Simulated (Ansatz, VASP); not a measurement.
**Two plane-wave programs on K**

The input INCAR:

```
SYSTEM = K
AGGAC = 1.0
AGGAX = 1.0
ALDAC = 0.0
ALDAX = 1.0
ALGO = Normal
EDIFF = 1E-7
ENCUT = 520
GGA = B5
ISIF = 2
ISMEAR = -1
LASPH = .True.
LCHARG = .True.
LELF = .True.
LREAL = .False.
LVHAR = .True.
LWAVE = .False.
NBANDS = 10
NELM = 60
PREC = Accurate
SIGMA = 0.1
```

KPOINTS

```
k-points
0
Gamma
  14 14 14
  0 0 0
```

The input POSCAR:

```
K
1.0
   -2.7641780400      2.7641780400      2.7641780400
    2.7641780400     -2.7641780400      2.7641780400
    2.7641780400      2.7641780400     -2.7641780400
K
1
Direct
    0.0000000000      0.0000000000      0.0000000000
```

Input for Ansatz:

```yaml
crystal:
  lattice:
    - [-2.76417804, 2.76417804, 2.76417804]
    - [2.76417804, -2.76417804, 2.76417804]
    - [2.76417804, 2.76417804, -2.76417804]
  atoms:
    - { symbol: K, position: [0.0, 0.0, 0.0] }
hamiltonian:
  xc: blyp
  pseudopotentials:
    kind: paw
    azcp:
      K: "pseudopotentials/K.paw.azcp"
basis:
  ecutwfc: 420
  fft_grid_basis: typed
kpoints:
  mp_grid: { grid: [14, 14, 14], shift: [0, 0, 0] }
magnetization:
  spin_polarized: false
scf:
  occupations: { method: fermi_dirac, width: 0.1 }
output:
  stress: true
```

Alike in both runs: task single point; functional BLYP; k mesh 14 × 14 × 14; occupations fermi-dirac, width 0.1 eV; no spin polarisation.

```csv
,VASP,Ansatz
version,VASP 6.6.1,Ansatz 0.2.0
potentials or method,"VASP PAW PBE potentials, release 64 (K_sv), cutoff 520 eV","plane waves (420 eV) with PAW, scalar-relativistic"
valence electrons in the cell,9,9
```

|  | VASP | Ansatz | Ansatz less VASP |
| --- | --- | --- | --- |
| pressure (GPa) | -0.3 | -0.3 | +0.01 |

VASP's potentials were made for PBE, not for BLYP.
